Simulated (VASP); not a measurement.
# V (Fm-3m) in VASP: notebook

Runs on V. Level: PBE. Tasks: single point.

All numbers are computed with VASP 6.6.1; they aren't measurements. Logs are shortened: lines on timing, memory, paths and dates and some standing lists are left out, and cuts for length are marked.

## Step 1: The cell of the first run

The structure is cubic, space group Fm-3m (No. 225). Conventional cell: a = 3.816 Å, b = 3.816 Å, c = 3.816 Å, α = 90.00°, β = 90.00°, γ = 90.00°. V (site symmetry m-3m) has 12 V at 2.70 Å within 3.6 Å.

This isn't the form of V at room conditions, which is bcc.

## Step 2: Single point, PBE, collinear spin, ferromagnetic start

INCAR

```
PREC = Accurate
ENCUT = 520
EDIFF = 1E-6
ISMEAR = -1
SIGMA = 0.05
LREAL = F
LASPH = T
NELM = 150
ALGO = Normal
ISIF = 2
LWAVE = F
LCHARG = F
ISPIN = 2
MAGMOM = 1.5
LORBIT = 11
LMAXMIX = 4
GGA = PE
NBANDS = 16
```

KPOINTS

```
regular mesh
0
Gamma
  15 15 15
```

POSCAR

```
V
1.0
    0.0000000000      1.9082201797      1.9082201797
    1.9082201797      0.0000000000      1.9082201797
    1.9082201797      1.9082201797      0.0000000000
V
1
Direct
    0.0000000000      0.0000000000      0.0000000000
```

Potentials or basis: VASP PAW PBE potentials, release 64 (V_sv).

Run with:

```sh
$ cat potpaw_PBE.64/V_sv/POTCAR > POTCAR
$ mpirun -np 1 vasp_std > vasp.out
```

OUTCAR:

```text
PREC = Accurate
   ENCUT = 520
   EDIFF = 1E-6
   ISMEAR = -1
   LREAL = F
   LASPH = T
   NELM = 150
   ISIF = 2
   ISPIN = 2
   LORBIT = 11
   GGA = PE

 ion  position               nearest neighbor table
   1  0.000  0.000  0.000-

  LATTYP: Found a face centered cubic cell.
 ALAT       =     3.8164403594

  Lattice vectors:

 A1 = (   0.0000000000,   1.9082201797,   1.9082201797)
 A2 = (   1.9082201797,   0.0000000000,   1.9082201797)
 A3 = (   1.9082201797,   1.9082201797,   0.0000000000)

Analysis of symmetry for initial positions (statically):
=====================================================================
 Subroutine PRICEL returns:
 Original cell was already a primitive cell.

 Routine SETGRP: Setting up the symmetry group for a
 face centered cubic supercell.

 Subroutine GETGRP returns: Found 48 space group operations
 (whereof 48 operations were pure point group operations)
 out of a pool of 48 trial point group operations.

The static configuration has the point symmetry O_h .

Analysis of symmetry for dynamics (positions and initial velocities):
=====================================================================
 Subroutine PRICEL returns:
 Original cell was already a primitive cell.

 Routine SETGRP: Setting up the symmetry group for a
 face centered cubic supercell.

 Subroutine GETGRP returns: Found 48 space group operations
 (whereof 48 operations were pure point group operations)
 out of a pool of 48 trial point group operations.

The dynamic configuration has the point symmetry O_h .

Analysis of structural, dynamic, and magnetic symmetry:
=====================================================================
 Subroutine PRICEL returns:
 Original cell was already a primitive cell.

 Routine SETGRP: Setting up the symmetry group for a
 face centered cubic supercell.

 Subroutine GETGRP returns: Found 48 space group operations
 (whereof 48 operations were pure point group operations)
 out of a pool of 48 trial point group operations.

The overall configuration has the point symmetry O_h .

 Subroutine INISYM returns: Found 48 space group operations
 (whereof 48 operations are pure point group operations),
 and found     1 'primitive' translations

----------------------------------------------------------------------------------------

                                     Primitive cell

  volume of cell :      13.8968

  direct lattice vectors                    reciprocal lattice vectors
     0.000000000  1.908220180  1.908220180    -0.262024270  0.262024270  0.262024270
     1.908220180  0.000000000  1.908220180     0.262024270 -0.262024270  0.262024270
     1.908220180  1.908220180  0.000000000     0.262024270  0.262024270 -0.262024270

  length of vectors
     2.698630858  2.698630858  2.698630858     0.453839349  0.453839349  0.453839349

  position of ions in fractional coordinates (direct lattice)
     0.000000000  0.000000000  0.000000000

  ion indices of the primitive-cell ions
   primitive index   ion index
                 1           1

----------------------------------------------------------------------------------------

 KPOINTS: regular mesh

Automatic generation of k-mesh.
 Grid dimensions read from file:
 generate k-points for:   15   15   15

 Generating k-lattice:

  Cartesian coordinates                     Fractional coordinates (reciprocal lattice)
    -0.017468285  0.017468285  0.017468285     0.066666667  0.000000000  0.000000000
     0.017468285 -0.017468285  0.017468285     0.000000000  0.066666667  0.000000000
     0.017468285  0.017468285 -0.017468285     0.000000000  0.000000000  0.066666667

  Length of vectors
     0.030255957  0.030255957  0.030255957

  Shift w.r.t. Gamma in fractional coordinates (k-lattice)
     0.000000000  0.000000000  0.000000000

 Subroutine IBZKPT returns following result:
 ===========================================

 Found    120 irreducible k-points:

 Following reciprocal coordinates:
            Coordinates               Weight
  0.000000  0.000000  0.000000      1.000000
  0.066667  0.000000  0.000000      8.000000
  0.133333  0.000000  0.000000      8.000000
  0.200000  0.000000  0.000000      8.000000
  0.266667  0.000000  0.000000      8.000000
  0.333333  0.000000  0.000000      8.000000
[... 16 lines left out ...]
  0.133333  0.133333  0.000000      6.000000
  0.200000  0.133333  0.000000     24.000000
 [... further k-points ...]
   k-points           NKPTS =    120   k-points in BZ     NKDIM =    120   number of bands    NBANDS=     16
   number of dos      NEDOS =    301   number of ions     NIONS =      1
   total plane-waves  NPLWV =   8000
   dimension x,y,z NGX =    20 NGY =   20 NGZ =   20
   dimension x,y,z NGXF=    40 NGYF=   40 NGZF=   40
   ions per type =               1
   NGX,Y,Z   is equivalent  to a cutoff of  12.32, 12.32, 12.32 a.u.
   NGXF,Y,Z  is equivalent  to a cutoff of  24.64, 24.64, 24.64 a.u.
 SYSTEM =  unknown system
   PREC   = accura    normal or accurate (medium, high low for compatibility)
   ISTART =      0    job   : 0-new  1-cont  2-samecut
   ICHARG =      2    charge: 1-file 2-atom 10-const
   ISPIN  =      2    spin polarized calculation?
   LNONCOLLINEAR =      F non collinear calculations
   LSORBIT =      F    spin-orbit coupling
   LASPH  =      T    aspherical Exc in radial PAW
   ENCUT  =  520.0 eV  38.22 Ry    6.18 a.u.   5.02  5.02  5.02*2*pi/ulx,y,z
   NELM   =    150;   NELMIN=  2; NELMDL= -5     # of ELM steps
   EDIFF  = 0.1E-05   stopping-criterion for ELM
   LREAL  =      F    real-space projection
   EDIFFG = 0.1E-04   stopping-criterion for IOM
   NSW    =      0    number of steps for IOM
   IBRION =     -1    ionic relax: 0-MD 1-quasi-New 2-CG
   NFREE  =      0    steps in history (QN), initial steepest desc. (CG)
   ISIF   =      2    stress and relaxation
   ISYM   =      2    0-nonsym 1-usesym 2-fastsym
   POTIM  = 0.5000    time-step for ionic-motion
   TEBEG  =    0.0;   TEEND  =   0.0 temperature during run
   PSTRESS=    0.0 pullay stress
   NELECT =      13.0000    total number of electrons
   NUPDOWN=      -1.0000    fix difference up-down
   EMIN   =  10.00;   EMAX   =-10.00  energy-range for DOS
   EFERMI =   0.00;   METHOD = LEGACY
   ISMEAR =    -1;   SIGMA  =   0.05  broadening in eV -4-tet -1-fermi 0-gaus
   EFERMI_NEDOS =   21; number of points for ismear=-14 and -15
   IALGO  =     38    algorithm
   IMIX   =      4    mixing-type and parameters
     AMIX     =   0.40;   BMIX     =  1.00
     AMIX_MAG =   1.60;   BMIX_MAG =  1.00
  volume/ion in A,a.u.               =      13.90        93.78
  Fermi-wavevector in a.u.,A,eV,Ry     =   1.601096  3.025633 34.878664  2.563509
  Thomas-Fermi vector in A             =   2.698128
   LORBIT       =     11    0 simple, 1 ext, 2 COOP (PROOUT), +10 PAW based schemes
   GGA     = PE    functional components
   LHFCALC =     F    Hartree Fock is set to
   AEXX    =    0.0000 exact exchange contribution
   IVDW    =     0    specifies the selected vdW correction
   LEPSILON=     F    determine dielectric tensor
   LRPA    =     F    only Hartree local field effects (RPA)
 spin polarized calculation
  energy-cutoff  :      520.00
  volume of cell :       13.90
 maximum number of plane-waves:       384
   NGX =  9   NGY =  9   NGZ =  9

 number of electron      13.0000002 magnetization      -0.0042568

 number of electron      13.0000002 magnetization       0.0010822

 Free energy of the ion-electron system (eV)
  ---------------------------------------------------
  ext. energy  EPLUGINS =         0.00000000
  ---------------------------------------------------
  free energy    TOTEN  =        -8.75650605 eV

  energy without entropy =       -8.74210222  energy(sigma->0) =       -8.74930414

 E-fermi :   9.6308     XC(G=0): -12.7387

 val. band max:        9.6238303978   @ k =  -0.3333   0.4000   0.0667
 cond. band min:       9.6485989483   @ k =   0.4000   0.1333   0.0667
 fundamental gap:      0.0247685506
 Fermi energy:         9.6308402662

 spin component 1

 k-point     1 :       0.0000    0.0000    0.0000
  band No.  band energies     occupation
      1     -54.4396      1.00000
      2     -27.7957      1.00000
      3     -27.7957      1.00000
      4     -27.7957      1.00000
      5       2.8083      1.00000
      6       9.8005      0.03249
[... 8 lines left out ...]
     15      36.8603      0.00000
     16      37.7859      0.00000

 k-point     2 :       0.0667    0.0000    0.0000
  band No.  band energies     occupation
      1     -54.4327      1.00000
      2     -27.8320      1.00000
      3     -27.8002      1.00000
      4     -27.8002      1.00000
      5       2.9733      1.00000
      6       9.7123      0.16398
[... 8 lines left out ...]
     15      37.1081      0.00000
     16      37.7513      0.00000
[... 387 lines left out ...]
      5       3.6574      1.00000
      6       9.2470      0.99954
[... 8 lines left out ...]
     15      38.1682      0.00000
     16      38.1682      0.00000

 k-point    24 :       0.2000    0.1333    0.0000
  band No.  band energies     occupation
      1     -54.3825      1.00000
      2     -28.0267      1.00000
      3     -27.8673      1.00000
      4     -27.8608      1.00000
      5       4.1922      1.00000
      6       8.9816      1.00000
[... 8 lines left out ...]
     15      37.7737      0.00000
     16      38.4753      0.00000

 [... further k-points ...]

 spin component 2

 k-point     1 :       0.0000    0.0000    0.0000
  band No.  band energies     occupation
      1     -54.4386      1.00000
      2     -27.7947      1.00000
      3     -27.7947      1.00000
      4     -27.7947      1.00000
      5       2.8089      1.00000
      6       9.8014      0.03194
[... 8 lines left out ...]
     15      36.8607      0.00000
     16      37.7866      0.00000

 k-point     2 :       0.0667    0.0000    0.0000
  band No.  band energies     occupation
      1     -54.4317      1.00000
      2     -27.8311      1.00000
      3     -27.7993      1.00000
      4     -27.7993      1.00000
      5       2.9739      1.00000
      6       9.7132      0.16156
[... 8 lines left out ...]
     15      37.1087      0.00000
     16      37.7519      0.00000
[... 387 lines left out ...]
      5       3.6580      1.00000
      6       9.2479      0.99953
[... 8 lines left out ...]
     15      38.1688      0.00000
     16      38.1688      0.00000

 k-point    24 :       0.2000    0.1333    0.0000
  band No.  band energies     occupation
      1     -54.3815      1.00000
      2     -28.0258      1.00000
      3     -27.8664      1.00000
      4     -27.8599      1.00000
      5       4.1927      1.00000
      6       8.9825      1.00000
[... 8 lines left out ...]
     15      37.7743      0.00000
     16      38.4758      0.00000

 [... further k-points ...]

------------------------ aborting loop because EDIFF is reached ----------------------------------------

  FORCE on cell =-STRESS in cart. coord.  units (eV):
  Direction    XX          YY          ZZ          XY          YZ          ZX
  --------------------------------------------------------------------------------------
  -------------------------------------------------------------------------------------
  Total        0.0163973      0.0163973      0.0163973      0.0000000      0.0000000      0.0000000
  in kB        1.8904632      1.8904632      1.8904632      0.0000000      0.0000000      0.0000000
  external PRESSURE =       1.8904632 kB  Pullay stress =       0.0000000 kB

 VOLUME and BASIS-vectors are now :
 -----------------------------------------------------------------------------
  energy-cutoff  :      520.00
  volume of cell :       13.90
      direct lattice vectors                 reciprocal lattice vectors
     0.000000000  1.908220180  1.908220180    -0.262024270  0.262024270  0.262024270
     1.908220180  0.000000000  1.908220180     0.262024270 -0.262024270  0.262024270
     1.908220180  1.908220180  0.000000000     0.262024270  0.262024270 -0.262024270

 POSITION                                       TOTAL-FORCE (eV/Angst)
 -----------------------------------------------------------------------------------
      0.00000      0.00000      0.00000         0.000000      0.000000      0.000000
 -----------------------------------------------------------------------------------
    total drift:                                0.000000      0.000000      0.000000

  FREE ENERGIE OF THE ION-ELECTRON SYSTEM (eV)
  ---------------------------------------------------
  free  energy   TOTEN  =        -8.7565060467 eV

  energy  without entropy=       -8.7421022243  energy(sigma->0) =       -8.74930414

 total charge

# of ion       s       p       d       tot
------------------------------------------
    1        2.341   6.224   3.025  11.590

 magnetization (x)

# of ion       s       p       d       tot
------------------------------------------
    1        0.000   0.000   0.001   0.001
```

It took 28 s on 1 thread of Intel Xeon Platinum 8488C (Sapphire Rapids), shared host; peak memory 0.16 GiB.

Results:

| Property | Result |
| --- | --- |
| Free energy | -8.7565 eV |
| Pressure | 0.2 GPa |
| Net moment | 0.00 μB per cell |
| Valence electrons inside the program's atomic spheres | V 11.59 |

Levels at points of the mesh, in eV from the Fermi level:
Spin up:
```csv
k point,band 4,band 5,band 6,band 7,band 8,band 9
"(0.00, 0.00, 0.00)",-37.43,-6.82,0.17,0.17,0.17,1.91
```
Spin down:
```csv
k point,band 3,band 4,band 5,band 6,band 7,band 8,band 9,band 10
"(0.00, 0.00, 0.00)",-37.43,-37.43,-6.82,0.17,0.17,0.17,1.91,1.91
```

Caveat: the moments typed at the start vanished in this run.

## Step 3: Single point, PBE, collinear spin, ferromagnetic start

INCAR

```
SYSTEM = V
PREC = Accurate
ENCUT = 520
EDIFF = 1E-6
ISMEAR = -1
SIGMA = 0.05
LREAL = .FALSE.
LASPH = .TRUE.
NELM = 150
ALGO = Normal
ISIF = 2
LWAVE = .FALSE.
LCHARG = .FALSE.
ISPIN = 2
MAGMOM = 1.5
LORBIT = 11
LMAXMIX = 4
GGA = PE
NBANDS = 16
```

KPOINTS

```
regular mesh
0
G
  15 15 15
  0 0 0
```

POSCAR

```
V
1.0
    0.0000000000      1.9081460107      1.9081460107
    1.9081460107      0.0000000000      1.9081460107
    1.9081460107      1.9081460107      0.0000000000
V
1
Direct
    0.0000000000      0.0000000000      0.0000000000
```

Potentials or basis: VASP PAW PBE potentials, release 64 (V_sv).

Run with:

```sh
$ cat potpaw_PBE.64/V_sv/POTCAR > POTCAR
$ mpirun -np 1 vasp_std > vasp.out
```

OUTCAR:

```text
SYSTEM = V
   PREC = Accurate
   ENCUT = 520
   EDIFF = 1E-6
   ISMEAR = -1
   LREAL = .FALSE.
   LASPH = .TRUE.
   NELM = 150
   ISIF = 2
   ISPIN = 2
   LORBIT = 11
   GGA = PE

 ion  position               nearest neighbor table
   1  0.000  0.000  0.000-

  LATTYP: Found a face centered cubic cell.
 ALAT       =     3.8162920214

  Lattice vectors:

 A1 = (   0.0000000000,   1.9081460107,   1.9081460107)
 A2 = (   1.9081460107,   0.0000000000,   1.9081460107)
 A3 = (   1.9081460107,   1.9081460107,   0.0000000000)

[... 1119 lines left out ...]
  -------------------------------------------------------------------------------------
  Total        0.0181968      0.0181968      0.0181968     -0.0000000     -0.0000000      0.0000000
  in kB        2.0981738      2.0981738      2.0981738     -0.0000000     -0.0000000      0.0000000
  external PRESSURE =       2.0981738 kB  Pullay stress =       0.0000000 kB

 VOLUME and BASIS-vectors are now :
 -----------------------------------------------------------------------------
  energy-cutoff  :      520.00
  volume of cell :       13.90
      direct lattice vectors                 reciprocal lattice vectors
     0.000000000  1.908146011  1.908146011    -0.262034455  0.262034455  0.262034455
     1.908146011  0.000000000  1.908146011     0.262034455 -0.262034455  0.262034455
     1.908146011  1.908146011  0.000000000     0.262034455  0.262034455 -0.262034455

 POSITION                                       TOTAL-FORCE (eV/Angst)
 -----------------------------------------------------------------------------------
      0.00000      0.00000      0.00000        -0.000000     -0.000000     -0.000000
 -----------------------------------------------------------------------------------
    total drift:                                0.000000      0.000000      0.000000

  FREE ENERGIE OF THE ION-ELECTRON SYSTEM (eV)
  ---------------------------------------------------
  free  energy   TOTEN  =        -8.7565039848 eV

  energy  without entropy=       -8.7421021755  energy(sigma->0) =       -8.74930308

 total charge

# of ion       s       p       d       tot
------------------------------------------
    1        2.341   6.224   3.025  11.591

 magnetization (x)

# of ion       s       p       d       tot
------------------------------------------
    1        0.000   0.000   0.001   0.001
```

OSZICAR:

```text
N       E                     dE             d eps       ncg     rms          rms(c)
DAV:   1     0.928091239369E+02    0.92809E+02   -0.64800E+03  7776   0.883E+02
DAV:   2    -0.830215983691E+01   -0.10111E+03   -0.96963E+02  8488   0.271E+02
DAV:   3    -0.986403002179E+01   -0.15619E+01   -0.15602E+01  8768   0.365E+01
DAV:   4    -0.987028340481E+01   -0.62534E-02   -0.62533E-02  9336   0.243E+00
DAV:   5    -0.987033956249E+01   -0.56158E-04   -0.56158E-04  8800   0.214E-01    0.181E+01
DAV:   6    -0.876187282092E+01    0.11085E+01   -0.17764E+00  7848   0.214E+01    0.214E+00
DAV:   7    -0.875888593928E+01    0.29869E-02   -0.53717E-02  8712   0.260E+00    0.165E+00
DAV:   8    -0.875888634143E+01   -0.40215E-06   -0.60202E-03  8232   0.880E-01    0.857E-01
DAV:   9    -0.875603180805E+01    0.28545E-02   -0.19849E-03  9120   0.518E-01    0.212E-01
DAV:  10    -0.875648478637E+01   -0.45298E-03   -0.55876E-04  8256   0.250E-01    0.317E-02
DAV:  11    -0.875650209470E+01   -0.17308E-04   -0.12381E-05  8488   0.394E-02    0.176E-02
DAV:  12    -0.875650385028E+01   -0.17556E-05   -0.41706E-06  8336   0.231E-02    0.429E-03
DAV:  13    -0.875650398475E+01   -0.13448E-06   -0.36000E-07  5344   0.575E-03
   1 F= -.87565040E+01 E0= -.87493031E+01  d E =-.144018E-01  mag=     0.0003
```

stdout:

```text
POSCAR found type information on POSCAR V
 POSCAR found :  1 types and       1 ions
 scaLAPACK will be used
 LDA part: xc-table for (Slater+PW92), standard interpolation
 POSCAR, INCAR and KPOINTS ok, starting setup
 FFT: planning ... GRIDC
 FFT: planning ... GRID_SOFT
 FFT: planning ... GRID
 WAVECAR not read
 entering main loop
```

Wall time 27 s (1 thread of Intel Xeon Platinum 8488C (Sapphire Rapids), shared host); peak memory 0.16 GiB.

Results:

```yaml
Free_energy: -8.7565 eV
Pressure: 0.2 GPa
Net_moment: 0.00 μB per cell
Valence_electrons_inside_the_program's_atomic_spheres: V 11.59
```

Levels at points of the mesh, in eV from the Fermi level:
Spin up:
```tsv
k point	band 2	band 3	band 4	band 5	band 6	band 7	band 8	band 9	band 10	band 11
(0.00, 0.00, 0.00)	-37.43	-37.43	-37.43	-6.82	0.17	0.17	0.17	1.91	1.91	17.63
```
Spin down:
```tsv
k point	band 4	band 5	band 6	band 7	band 8	band 9
(0.00, 0.00, 0.00)	-37.43	-6.82	0.17	0.17	0.17	1.91
```

Caveat: the moments typed at the start vanished in this run.
